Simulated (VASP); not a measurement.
# Ba: single point with LDA

The system is Ba.

```
Ba
1.0
     4.25947    0.00000    0.00000
    -2.12973    3.68881    0.00000
     0.00000    0.00000    6.91034
Ba
2
Direct
  0.33333 0.66667 0.25000
  0.66667 0.33333 0.75000
```

This isn't the form of Ba at room conditions, which is bcc.

```yaml
Program: VASP 6.6.1
Task: single point
Functional: LDA
Potentials_or_basis: VASP PAW LDA potentials, release 64 (Ba_sv)
Cutoff: 520 eV
k_mesh: 10 × 10 × 6
Occupations: fermi-dirac, width 0.1 eV
Spin: no spin polarisation
Dipole_correction: no
Further_INCAR_settings: ALGO = Normal; EDIFF = 1e-06; NBANDS = 17
```

* Pressure: -0.1 GPa
* Band gap on the k mesh: zero (bands 10 and 11 overlap by 0.41 eV)

Levels at points of the mesh, in eV from the Fermi level:
```
           k point  band 8  band 9  band 10  band 11  band 12  band 13
(0.00, 0.00, 0.00)  -13.43   -2.83    -1.05     1.67     1.85     1.85
(0.50, 0.00, 0.00)  -13.53   -0.70    -0.59    -0.29     0.97     1.64
(0.00, 0.00, 0.50)  -13.49   -1.72    -1.72     1.15     1.15     1.83
(0.50, 0.00, 0.50)  -13.62   -0.88    -0.88     0.43     0.43     2.05
```

Run time: 76 s on 1 thread of Intel(R) Xeon(R) Platinum 8488C (Sapphire Rapids) (shared host), peak memory 0.24 GiB.

Caveat: spin-orbit coupling is left out, which moves the levels of the heavy elements.
